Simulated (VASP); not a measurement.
A run of VASP 6.6.1 is set up as follows.

Contents of INCAR:

```
PREC     = Accurate       # precision mode
ENCUT    = 520            # plane-wave cutoff, eV
EDIFF    = 1E-6           # SCF threshold, eV
ISMEAR   = -1             # smearing method
SIGMA    = 0.05           # smearing width, eV
LREAL    = F              # projectors in reciprocal space
LASPH    = T              # aspherical terms in the spheres
NELM     = 80             # most SCF steps
ALGO     = Normal         # electronic algorithm
ISIF     = 2              # what is computed and relaxed
LWAVE    = F              # write WAVECAR
LCHARG   = T              # write CHGCAR
GGA      = PE             # functional
LELF     = T              # ELF
LVHAR    = T            
NBANDS   = 26             # bands
```

File KPOINTS:

```
regular mesh
0
Gamma
  9 9 6
```

The input POSCAR:

```
CdTe
1.0
    3.1572497300     -3.1874472700      0.0000000000
    3.1572497300      3.1874472700      0.0000000000
    0.0000000000      0.0000000000      6.0906520000
Cd Te
2 2
Direct
    0.2770300000      0.7229700000      0.7500000000
    0.7229700000      0.2770300000      0.2500000000
    0.7661370000      0.2338630000      0.7500000000
    0.2338630000      0.7661370000      0.2500000000
```

Potentials or basis: VASP PAW PBE potentials, release 64 (Cd, Te).

Run with:

```bash
$ cat potpaw_PBE.64/Cd/POTCAR potpaw_PBE.64/Te/POTCAR > POTCAR
$ mpirun -np 1 vasp_std > vasp.out
```

(1) Predict the largest force.

(2) Predict the band gap on the k mesh.

(3) What does it give for the pressure?

Answers

(1) 0.080 eV/Å.

(2) zero (bands 18 and 19 overlap by 1.06 eV).

(3) -2.3 GPa.

Caveat: the cell differs from its parent crystal (equal xx and yy strain of +3 %); spin-orbit coupling is left out, which moves the levels of the heavy elements.
